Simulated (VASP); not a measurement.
Input of a VASP 6.6.1 run:

INCAR

```
PREC = Accurate ; ENCUT = 520
EDIFF = 1E-7 ; ISMEAR = -1
SIGMA = 0.05 ; LREAL = False
LASPH = True ; NELM = 100
ALGO = Normal ; ISIF = 2
LWAVE = False ; LCHARG = False
GGA = PS ; NBANDS = 24
```

File KPOINTS:

```
Automatic mesh
0
Gamma
  9 9 9
```

File POSCAR:

```
Ag
1.0
    1.4730471633      0.8504641763      7.2046500000
   -1.4730471633      0.8504641763      7.2046500000
    0.0000000000     -1.7009283525      7.2046500000
Ag
3
Direct
    0.2222810000      0.2222810000      0.2222810000
    0.7777190000      0.7777190000      0.7777190000
    0.0000000000      0.0000000000      0.0000000000
```

Potentials or basis: VASP PAW PBE potentials, release 64 (Ag).

Command:

```console
$ cat potpaw_PBE.64/Ag/POTCAR > POTCAR
$ mpirun -np 1 vasp_std > vasp.out
```

Question: What does it give for the band gap on the k mesh?

Answer: Zero (an odd number of electrons rules out a gap without spin polarisation).

Question: Estimate the pressure.

Answer: -7.8 GPa.

Question: Estimate the largest force.

Answer: 0.004 eV/Å.

Forces on the atoms (eV/Å):
```
Ag   0.000  0.000  0.004
Ag   0.000  0.000 -0.004
Ag   0.000  0.000  0.000
```

Caveat: the cell stands under tension; the PAW data sets were made with another functional, which shifts forces and pressure a little.
